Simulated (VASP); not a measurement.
# BN (R3m) in VASP: further runs

Runs on BN. Level: PBE+D3(BJ). Tasks: single point.

All numbers are computed with VASP 6.6.1; they aren't measurements. Logs are shortened: lines on timing, memory, paths and dates and some standing lists are left out, and cuts for length are marked.

### Step 1. The cell of the first run

It takes space group R3m (No. 160, trigonal). The conventional cell has a = 2.405 Å, b = 2.405 Å, c = 9.887 Å, α = 90.00°, β = 90.00°, γ = 120.00°. Within 1.9 Å of B (site symmetry 3m) lie 3 N at 1.39 Å. N (site symmetry 3m) has 3 B at 1.39 Å within 1.9 Å.

### Step 2. Single point, PBE+D3(BJ) (atoms displaced along a vibrational mode, the cell strained)

File INCAR:

```
PREC = Accurate
ENCUT = 600
EDIFF = 1E-6
ISMEAR = 0
SIGMA = 0.05
LREAL = False
LASPH = True
NELM = 120
ALGO = Normal
ISIF = 2
LWAVE = False
LCHARG = False
GGA = PE
IVDW = 12
NBANDS = 11
GGA_COMPAT = False
```

File KPOINTS:

```
regular mesh
0
Gamma
  12 12 12
```

File POSCAR:

```
BN
1.0
    1.2027024292      0.6943805712      3.2955578494
   -1.2027024292      0.6943805712      3.2955578494
    0.0000000000     -1.3887611425      3.2955578494
B N
1 1
Direct
    1.0046712915      1.0046712915      1.0046712915
    0.3288975361      0.3288975361      0.3288975361
```

Potentials or basis: VASP PAW PBE potentials, release 64 (B, N).

Run with:

```bash
$ cat potpaw_PBE.64/B/POTCAR potpaw_PBE.64/N/POTCAR > POTCAR
$ mpirun -np 1 vasp_std > vasp.out
```

OUTCAR:

```text
PREC = Accurate
   ENCUT = 600
   EDIFF = 1E-6
   ISMEAR = 0
   LREAL = False
   LASPH = True
   NELM = 120
   ISIF = 2
   GGA = PE
   IVDW = 12
 IVDW          = 12

 ion  position               nearest neighbor table
   1  0.005  0.005  0.005-   2 1.39   2 1.39   2 1.39
   2  0.329  0.329  0.329-   1 1.39   1 1.39   1 1.39

  LATTYP: Found a trigonal (rhomboedric) cell.
 ALAT       =     3.5762213368
 COS(alpha) =     0.7737974002

  Lattice vectors:

 A1 = (   1.2027024292,   0.6943805712,   3.2955578494)
 A2 = (  -1.2027024292,   0.6943805712,   3.2955578494)
 A3 = (   0.0000000000,  -1.3887611425,   3.2955578494)

Analysis of symmetry for initial positions (statically):
=====================================================================
 Subroutine PRICEL returns:
 Original cell was already a primitive cell.

 Routine SETGRP: Setting up the symmetry group for a
 trigonal (rhombohedral) supercell.

 Subroutine GETGRP returns: Found  6 space group operations
 (whereof  6 operations were pure point group operations)
 out of a pool of 12 trial point group operations.

The static configuration has the point symmetry C_3v.

Analysis of symmetry for dynamics (positions and initial velocities):
=====================================================================
 Subroutine PRICEL returns:
 Original cell was already a primitive cell.

 Routine SETGRP: Setting up the symmetry group for a
 trigonal (rhombohedral) supercell.

 Subroutine GETGRP returns: Found  6 space group operations
 (whereof  6 operations were pure point group operations)
 out of a pool of 12 trial point group operations.

The dynamic configuration has the point symmetry C_3v.

 Subroutine INISYM returns: Found  6 space group operations
 (whereof  6 operations are pure point group operations),
 and found     1 'primitive' translations

----------------------------------------------------------------------------------------

                                     Primitive cell

  volume of cell :      16.5134

  direct lattice vectors                    reciprocal lattice vectors
     1.202702429  0.694380571  3.295557849     0.415730432  0.240022077  0.101146255
    -1.202702429  0.694380571  3.295557849    -0.415730432  0.240022077  0.101146255
     0.000000000 -1.388761142  3.295557849     0.000000000 -0.480044153  0.101146255

  length of vectors
     3.576221337  3.576221337  3.576221337     0.490584298  0.490584298  0.490584298

  position of ions in fractional coordinates (direct lattice)
     0.004671292  0.004671292  0.004671292
     0.328897536  0.328897536  0.328897536

  ion indices of the primitive-cell ions
   primitive index   ion index
                 1           1
[... 85 lines left out ...]
   NUPDOWN=      -1.0000    fix difference up-down
   EMIN   =  10.00;   EMAX   =-10.00  energy-range for DOS
   EFERMI =   0.00;   METHOD = LEGACY
   ISMEAR =     0;   SIGMA  =   0.05  broadening in eV -4-tet -1-fermi 0-gaus
   EFERMI_NEDOS =   21; number of points for ismear=-14 and -15
   IALGO  =     38    algorithm
   IMIX   =      4    mixing-type and parameters
     AMIX     =   0.40;   BMIX     =  1.00
     AMIX_MAG =   1.60;   BMIX_MAG =  1.00
  volume/ion in A,a.u.               =       8.26        55.72
  Fermi-wavevector in a.u.,A,eV,Ry     =   1.285759  2.429732 22.492822  1.653176
  Thomas-Fermi vector in A             =   2.417874
   LORBIT       =      0    0 simple, 1 ext, 2 COOP (PROOUT), +10 PAW based schemes
   GGA     = PE    functional components
   LHFCALC =     F    Hartree Fock is set to
   AEXX    =    0.0000 exact exchange contribution
   IVDW    =    12    specifies the selected vdW correction
   LEPSILON=     F    determine dielectric tensor
   LRPA    =     F    only Hartree local field effects (RPA)
 non-spin polarized calculation
 Gauss-broadening in eV      SIGMA  =   0.05
  energy-cutoff  :      600.00
  volume of cell :       16.51
 maximum number of plane-waves:       562
 NGX is ok and might be reduce to    30
   NGX = 15   NGY = 15   NGZ = 15

 number of electron       8.0000000 magnetization

 Free energy of the ion-electron system (eV)
  ---------------------------------------------------
  ext. energy  EPLUGINS =         0.00000000
  ---------------------------------------------------
  free energy    TOTEN  =       -17.28922922 eV

  energy without entropy =      -17.28922922  energy(sigma->0) =      -17.28922922

 E-fermi :   3.0403     XC(G=0): -10.3872

 val. band max:        2.8309152773   @ k =  -0.3333   0.3333   0.0000
 cond. band min:       7.3829874982   @ k =   0.5000   0.5000   0.0000
 fundamental gap:      4.5520722209
 Fermi energy:         3.0403122680

 k-point     1 :       0.0000    0.0000    0.0000
  band No.  band energies     occupation
      1     -15.6535      2.00000
      2      -1.8547      2.00000
      3       1.7927      2.00000
      4       1.7927      2.00000
      5       7.9444      0.00000
      6      15.5372      0.00000
      7      15.5372      0.00000
      8      17.5305      0.00000
      9      19.8449      0.00000
     10      30.8574      0.00000
     11      32.6198      0.00000
[... 309 lines left out ...]
 k-point    24 :      -0.4167    0.1667   -0.0000
  band No.  band energies     occupation
      1     -11.7753      2.00000
      2      -6.2243      2.00000
      3      -2.7285      2.00000
      4       2.5057      2.00000
      5       8.1802      0.00000
      6      15.6007      0.00000
      7      17.0622      0.00000
      8      18.0811      0.00000
      9      21.5796      0.00000
     10      26.3319      0.00000
     11      27.8698      0.00000

 [... further k-points ...]

------------------------ aborting loop because EDIFF is reached ----------------------------------------

 Edisp (eV)   -0.30751

 E8    (eV) :    -0.0902

  FORCE on cell =-STRESS in cart. coord.  units (eV):
  Direction    XX          YY          ZZ          XY          YZ          ZX
  --------------------------------------------------------------------------------------
  -------------------------------------------------------------------------------------
  Total       5.47159     5.47159    -0.20375    -0.00000     0.00000     0.00000
  in kB     530.87044   530.87044   -19.76876    -0.00000     0.00000     0.00000
  external pressure =      347.32 kB  Pullay stress =        0.00 kB

 VOLUME and BASIS-vectors are now :
 -----------------------------------------------------------------------------
  energy-cutoff  :      600.00
  volume of cell :       16.51
      direct lattice vectors                 reciprocal lattice vectors
     1.202702429  0.694380571  3.295557849     0.415730432  0.240022077  0.101146255
    -1.202702429  0.694380571  3.295557849    -0.415730432  0.240022077  0.101146255
     0.000000000 -1.388761142  3.295557849     0.000000000 -0.480044153  0.101146255

 POSITION                                       TOTAL-FORCE (eV/Angst)
 -----------------------------------------------------------------------------------
      0.00000     -0.00000      0.04618         0.000000      0.000000     -1.003431
      0.00000     -0.00000      3.25170         0.000000     -0.000000      1.003431
 -----------------------------------------------------------------------------------
    total drift:                                0.000000      0.000000     -0.000025

  FREE ENERGIE OF THE ION-ELECTRON SYSTEM (eV)
  ---------------------------------------------------
  free  energy   TOTEN  =       -17.5967436703 eV

  energy  without entropy=      -17.5967436703  energy(sigma->0) =      -17.59674367
```

stdout:

```text
POSCAR found type information on POSCAR B N
 POSCAR found :  2 types and       2 ions
 scaLAPACK will be used
 LDA part: xc-table for (Slater+PW92), standard interpolation
 POSCAR, INCAR and KPOINTS ok, starting setup
 FFT: planning ... GRIDC
 FFT: planning ... GRID_SOFT
 FFT: planning ... GRID
 WAVECAR not read
 entering main loop
```

It took 57 s on 1 thread of Intel Xeon Platinum 8375C at 2.90GHz (Ice Lake), shared host; peak memory 0.2 GiB.

Results:

```
Free energy                : -17.5967 eV
Pressure                   : 34.7 GPa
Largest force              : 1.003 eV/Å
Band gap on the k mesh     : 4.55 eV (least direct gap 5.01 eV)
Dispersion energy per atom : -0.154 eV
```

Forces on the atoms (eV/Å):
```
B    0.000  0.000 -1.003
N    0.000  0.000  1.003
```

Stress tensor (GPa, compression positive):
```
53.09  0.00  0.00
 0.00 53.09  0.00
 0.00  0.00 -1.98
```

Caveat: the cell differs from its parent crystal (atoms displaced along a vibrational mode, the cell strained); the stress differs along the axes, from -2 to 53 GPa; forces of over 1 eV/Å act on the atoms, so gaps and moduli don't describe the material at rest.

### Step 3. Single point, PBE+D3(BJ) (atoms displaced along a vibrational mode, the cell strained)

File INCAR:

```
SYSTEM = BN
PREC     = Accurate       ! precision mode
ENCUT    = 600            ! plane-wave cutoff, eV
EDIFF    = 1E-6           ! SCF threshold, eV
ISMEAR   = 0              ! smearing method
SIGMA    = 0.05           ! smearing width, eV
LREAL    = .FALSE.        ! projectors in reciprocal space
LASPH    = .TRUE.         ! aspherical terms in the spheres
NELM     = 120            ! most SCF steps
ALGO     = Normal         ! electronic algorithm
ISIF     = 2              ! what is computed and relaxed
LWAVE    = .FALSE.        ! write WAVECAR
LCHARG   = .FALSE.        ! write CHGCAR
GGA      = PE             ! functional
IVDW     = 12             ! dispersion correction
NBANDS   = 11             ! bands
GGA_COMPAT= .FALSE.
```

File KPOINTS:

```
regular mesh
0
G
  12 12 12
  0 0 0
```

File POSCAR:

```
BN
1.0
    1.2027024292      0.6943805712      3.2955578494
   -1.2027024292      0.6943805712      3.2955578494
    0.0000000000     -1.3887611425      3.2955578494
B N
1 1
Direct
    0.9897421043      0.9897421043      0.9897421043
    0.3404192405      0.3404192405      0.3404192405
```

Potentials or basis: VASP PAW PBE potentials, release 64 (B, N).

Run with:

```bash
$ cat potpaw_PBE.64/B/POTCAR potpaw_PBE.64/N/POTCAR > POTCAR
$ mpirun -np 1 vasp_std > vasp.out
```

OUTCAR:

```text
SYSTEM = BN
   PREC = Accurate
   ENCUT = 600
   EDIFF = 1E-6
   ISMEAR = 0
   LREAL = .FALSE.
   LASPH = .TRUE.
   NELM = 120
   ISIF = 2
   GGA = PE
   IVDW = 12
 IVDW          = 12

 ion  position               nearest neighbor table
   1  0.990  0.990  0.990-   2 1.40   2 1.40   2 1.40
   2  0.340  0.340  0.340-   1 1.40   1 1.40   1 1.40

  LATTYP: Found a trigonal (rhomboedric) cell.
 ALAT       =     3.5762213368
 COS(alpha) =     0.7737974002

  Lattice vectors:

 A1 = (   1.2027024292,   0.6943805712,   3.2955578494)
 A2 = (  -1.2027024292,   0.6943805712,   3.2955578494)
 A3 = (   0.0000000000,  -1.3887611425,   3.2955578494)

Analysis of symmetry for initial positions (statically):
=====================================================================
 Subroutine PRICEL returns:
 Original cell was already a primitive cell.

 Routine SETGRP: Setting up the symmetry group for a
 trigonal (rhombohedral) supercell.

 Subroutine GETGRP returns: Found  6 space group operations
 (whereof  6 operations were pure point group operations)
 out of a pool of 12 trial point group operations.

The static configuration has the point symmetry C_3v.

Analysis of symmetry for dynamics (positions and initial velocities):
=====================================================================
 Subroutine PRICEL returns:
 Original cell was already a primitive cell.

 Routine SETGRP: Setting up the symmetry group for a
 trigonal (rhombohedral) supercell.

 Subroutine GETGRP returns: Found  6 space group operations
 (whereof  6 operations were pure point group operations)
 out of a pool of 12 trial point group operations.

The dynamic configuration has the point symmetry C_3v.

 Subroutine INISYM returns: Found  6 space group operations
 (whereof  6 operations are pure point group operations),
 and found     1 'primitive' translations

----------------------------------------------------------------------------------------

                                     Primitive cell

  volume of cell :      16.5134

  direct lattice vectors                    reciprocal lattice vectors
     1.202702429  0.694380571  3.295557849     0.415730432  0.240022077  0.101146255
    -1.202702429  0.694380571  3.295557849    -0.415730432  0.240022077  0.101146255
     0.000000000 -1.388761142  3.295557849     0.000000000 -0.480044153  0.101146255

  length of vectors
     3.576221337  3.576221337  3.576221337     0.490584298  0.490584298  0.490584298

  position of ions in fractional coordinates (direct lattice)
     0.989742104  0.989742104  0.989742104
     0.340419240  0.340419240  0.340419240

  ion indices of the primitive-cell ions
   primitive index   ion index
                 1           1
                 2           2

----------------------------------------------------------------------------------------

 KPOINTS: regular mesh

Automatic generation of k-mesh.
 Grid dimensions read from file:
 generate k-points for:   12   12   12

 Generating k-lattice:

  Cartesian coordinates                     Fractional coordinates (reciprocal lattice)
     0.034644203  0.020001840  0.008428855     0.083333333  0.000000000  0.000000000
    -0.034644203  0.020001840  0.008428855     0.000000000  0.083333333  0.000000000
     0.000000000 -0.040003679  0.008428855     0.000000000  0.000000000  0.083333333

  Length of vectors
     0.040882025  0.040882025  0.040882025
[... 37 lines left out ...]
   number of dos      NEDOS =    301   number of ions     NIONS =      2
   total plane-waves  NPLWV =  27000
   dimension x,y,z NGX =    30 NGY =   30 NGZ =   30
   dimension x,y,z NGXF=    60 NGYF=   60 NGZF=   60
   ions per type =               1   1
   NGX,Y,Z   is equivalent  to a cutoff of  13.95, 13.95, 13.95 a.u.
   NGXF,Y,Z  is equivalent  to a cutoff of  27.89, 27.89, 27.89 a.u.
 SYSTEM =  BN
   PREC   = accura    normal or accurate (medium, high low for compatibility)
   ISTART =      0    job   : 0-new  1-cont  2-samecut
   ICHARG =      2    charge: 1-file 2-atom 10-const
   ISPIN  =      1    spin polarized calculation?
   LNONCOLLINEAR =      F non collinear calculations
   LSORBIT =      F    spin-orbit coupling
   LASPH  =      T    aspherical Exc in radial PAW
   ENCUT  =  600.0 eV  44.10 Ry    6.64 a.u.   7.14  7.14  7.14*2*pi/ulx,y,z
   NELM   =    120;   NELMIN=  2; NELMDL= -5     # of ELM steps
   EDIFF  = 0.1E-05   stopping-criterion for ELM
   LREAL  =      F    real-space projection
   EDIFFG = 0.1E-04   stopping-criterion for IOM
   NSW    =      0    number of steps for IOM
   IBRION =     -1    ionic relax: 0-MD 1-quasi-New 2-CG
   NFREE  =      0    steps in history (QN), initial steepest desc. (CG)
   ISIF   =      2    stress and relaxation
   ISYM   =      2    0-nonsym 1-usesym 2-fastsym
   POTIM  = 0.5000    time-step for ionic-motion
   TEBEG  =    0.0;   TEEND  =   0.0 temperature during run
   PSTRESS=    0.0 pullay stress
   NELECT =       8.0000    total number of electrons
   NUPDOWN=      -1.0000    fix difference up-down
   EMIN   =  10.00;   EMAX   =-10.00  energy-range for DOS
   EFERMI =   0.00;   METHOD = LEGACY
   ISMEAR =     0;   SIGMA  =   0.05  broadening in eV -4-tet -1-fermi 0-gaus
   EFERMI_NEDOS =   21; number of points for ismear=-14 and -15
   IALGO  =     38    algorithm
   IMIX   =      4    mixing-type and parameters
     AMIX     =   0.40;   BMIX     =  1.00
     AMIX_MAG =   1.60;   BMIX_MAG =  1.00
  volume/ion in A,a.u.               =       8.26        55.72
  Fermi-wavevector in a.u.,A,eV,Ry     =   1.285759  2.429732 22.492822  1.653176
  Thomas-Fermi vector in A             =   2.417874
   LORBIT       =      0    0 simple, 1 ext, 2 COOP (PROOUT), +10 PAW based schemes
   GGA     = PE    functional components
   LHFCALC =     F    Hartree Fock is set to
   AEXX    =    0.0000 exact exchange contribution
   IVDW    =    12    specifies the selected vdW correction
   LEPSILON=     F    determine dielectric tensor
   LRPA    =     F    only Hartree local field effects (RPA)
 non-spin polarized calculation
 Gauss-broadening in eV      SIGMA  =   0.05
  energy-cutoff  :      600.00
  volume of cell :       16.51
 maximum number of plane-waves:       562
 NGX is ok and might be reduce to    30
   NGX = 15   NGY = 15   NGZ = 15

 number of electron       8.0000000 magnetization

 Free energy of the ion-electron system (eV)
  ---------------------------------------------------
  ext. energy  EPLUGINS =         0.00000000
  ---------------------------------------------------
  free energy    TOTEN  =       -17.15767632 eV

  energy without entropy =      -17.15767632  energy(sigma->0) =      -17.15767632

 E-fermi :   3.0959     XC(G=0): -10.4232

 val. band max:        2.8423914336   @ k =  -0.3333   0.3333   0.0000
 cond. band min:       6.8657147317   @ k =   0.5000   0.5000   0.0000
 fundamental gap:      4.0233232981
 Fermi energy:         3.0959276048

 k-point     1 :       0.0000    0.0000    0.0000
  band No.  band energies     occupation
      1     -15.5970      2.00000
      2      -1.7596      2.00000
      3       1.9819      2.00000
      4       1.9819      2.00000
      5       7.5629      0.00000
      6      15.5798      0.00000
      7      15.5798      0.00000
      8      17.7965      0.00000
      9      19.8081      0.00000
     10      30.8700      0.00000
     11      32.2774      0.00000
[... 309 lines left out ...]
 k-point    24 :      -0.4167    0.1667   -0.0000
  band No.  band energies     occupation
      1     -11.6842      2.00000
      2      -6.1163      2.00000
      3      -2.5828      2.00000
      4       2.4339      2.00000
      5       8.3647      0.00000
      6      14.7826      0.00000
      7      17.7498      0.00000
      8      18.0717      0.00000
      9      21.1435      0.00000
     10      25.1547      0.00000
     11      28.3731      0.00000

 [... further k-points ...]

------------------------ aborting loop because EDIFF is reached ----------------------------------------

 Edisp (eV)   -0.30766

 E8    (eV) :    -0.0902

  FORCE on cell =-STRESS in cart. coord.  units (eV):
  Direction    XX          YY          ZZ          XY          YZ          ZX
  --------------------------------------------------------------------------------------
  -------------------------------------------------------------------------------------
  Total       5.23634     5.23634    -0.43662     0.00000     0.00000     0.00000
  in kB     508.04510   508.04510   -42.36204     0.00000     0.00000     0.00000
  external pressure =      324.58 kB  Pullay stress =        0.00 kB

 VOLUME and BASIS-vectors are now :
 -----------------------------------------------------------------------------
  energy-cutoff  :      600.00
  volume of cell :       16.51
      direct lattice vectors                 reciprocal lattice vectors
     1.202702429  0.694380571  3.295557849     0.415730432  0.240022077  0.101146255
    -1.202702429  0.694380571  3.295557849    -0.415730432  0.240022077  0.101146255
     0.000000000 -1.388761142  3.295557849     0.000000000 -0.480044153  0.101146255

 POSITION                                       TOTAL-FORCE (eV/Angst)
 -----------------------------------------------------------------------------------
      0.00000     -0.00000      9.78526         0.000000     -0.000000      2.040961
      0.00000     -0.00000      3.36561         0.000000      0.000000     -2.040961
 -----------------------------------------------------------------------------------
    total drift:                                0.000000      0.000000      0.000197

  FREE ENERGIE OF THE ION-ELECTRON SYSTEM (eV)
  ---------------------------------------------------
  free  energy   TOTEN  =       -17.4653376303 eV

  energy  without entropy=      -17.4653376303  energy(sigma->0) =      -17.46533763
```

Wall time 55 s (1 thread of Intel Xeon Platinum 8375C at 2.90GHz (Ice Lake), shared host); peak memory 0.2 GiB.

Results:

```yaml
Free_energy: -17.4653 eV
Pressure: 32.5 GPa
Largest_force: 2.041 eV/Å
Band_gap_on_the_k_mesh: 4.02 eV (least direct gap 4.86 eV)
Dispersion_energy_per_atom: -0.154 eV
```

Forces on the atoms (eV/Å):
```
B    0.000  0.000  2.041
N    0.000  0.000 -2.041
```

Caveat: the cell differs from its parent crystal (atoms displaced along a vibrational mode, the cell strained); the stress differs along the axes, from -4 to 51 GPa; forces of over 1 eV/Å act on the atoms, so gaps and moduli don't describe the material at rest. A k mesh can miss the band edges.

[end of part 1 of 2]
